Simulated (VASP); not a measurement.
A run of VASP 6.6.1:

Contents of INCAR:

```
SYSTEM = ZrH
  PREC = Accurate
  ENCUT = 520
  EDIFF = 1E-7
  ISMEAR = 1
  SIGMA = 0.15
  LREAL = .False.
  LASPH = .True.
  NELM = 100
  ALGO = Normal
  ISIF = 2
  LWAVE = .False.
  LCHARG = .False.
  NBANDS = 14
```

The input KPOINTS:

```
regular mesh
0
Gamma
  12 12 12
  0 0 0
```

POSCAR

```
ZrH
1.0
   -1.6291636362      1.6291636362      2.4819368124
    1.6291636362     -1.6291636362      2.4819368124
    1.6291636362      1.6291636362     -2.4819368124
Zr H
1 1
Direct
    0.0000000000      0.0000000000      0.0000000000
    0.7500000000      0.2500000000      0.5000000000
```

Potentials or basis: VASP PAW LDA potentials, release 64 (Zr_sv, H).

Run with:

```console
$ cat potpaw_LDA.64/Zr_sv/POTCAR potpaw_LDA.64/H/POTCAR > POTCAR
$ mpirun -np 1 vasp_std > vasp.out
```

Hardware: 1 thread of Intel(R) Xeon(R) Platinum 8488C (Sapphire Rapids), on a shared host.

How long does it take, and how much memory?

It took 37 s on 1 thread of Intel(R) Xeon(R) Platinum 8488C (Sapphire Rapids), with other jobs on the host, peak memory 0.18 GiB. Counts: scf iterations 14, k points 163.
